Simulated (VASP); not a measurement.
Write the native input for VASP 6.6.1 that does the following.

```
Task                   : single point
Functional             : PBE
Potentials or basis    : VASP PAW PBE potentials, release 64 (Yb, Be)
Cutoff                 : 520 eV
k mesh                 : 4 × 4 × 4
Occupations            : gaussian, width 0.1 eV
Spin                   : collinear spin, ferromagnetic start
Starting moments       : [1.0, 0.0, 0.0, 0.0, 0.0, 0.0] μB
Dipole correction      : no
Further INCAR settings : ALGO = Normal; EDIFF = 1e-07; NBANDS = 30
```

The structure of YbBe5 lies in POSCAR:

```
YbBe5
1.0
    0.0000000000      3.2617392890      3.2617392890
    3.2617392890      0.0000000000      3.2617392890
    3.2617392890      3.2617392890      0.0000000000
Yb Be
1 5
Direct
    0.0000000000      0.0000000000      0.0000000000
    0.7500000000      0.7500000000      0.7500000000
    0.3766888795      0.3766888795      0.8699333614
    0.3766888795      0.8699333614      0.3766888795
    0.3766888795      0.3766888795      0.3766888795
    0.8699333614      0.3766888795      0.3766888795
```

One way to write it, as run:

INCAR

```
SYSTEM = YbBe5
  ALGO = Normal
  EDIFF = 1E-7
  ENCUT = 520
  GGA = PE
  ISIF = 2
  ISMEAR = 0
  ISPIN = 2
  LASPH = .True.
  LCHARG = .False.
  LMAXMIX = 6
  LORBIT = 11
  LREAL = .False.
  LWAVE = .False.
  MAGMOM = 1 0 0 0 0 0
  NBANDS = 30
  NELM = 150
  PREC = Accurate
  SIGMA = 0.1
```

KPOINTS

```
k-points
0
Gamma
  4 4 4
  0 0 0
```

Potentials or basis: VASP PAW PBE potentials, release 64 (Yb, Be).

Launch:

```console
$ cat potpaw_PBE.64/Yb/POTCAR potpaw_PBE.64/Be/POTCAR > POTCAR
$ mpirun -np 1 vasp_std > vasp.out
```

Results of the run:

```json
{
  "Pressure": "0.1 GPa",
  "Largest force": "0.183 eV/Å",
  "Band gap on the k mesh": "zero (filled and empty bands overlap)",
  "Net moment": "0.00 μB per cell",
  "Valence electrons inside the program's atomic spheres": "Yb 22.45; Be 0.83, 1.04"
}
```

Caveat: the k points lie up to 0.42 Å⁻¹ apart; spin-orbit coupling is left out, which moves the levels of the heavy elements; without U or exact exchange the open f shell lies at the Fermi level, which spoils levels, moments and volumes.

Run time: 4 min on 1 thread of Intel(R) Xeon(R) Platinum 8259CL CPU @ 2.50GHz (Skylake/Cascade Lake), with other jobs on the host, peak memory 0.26 GiB.
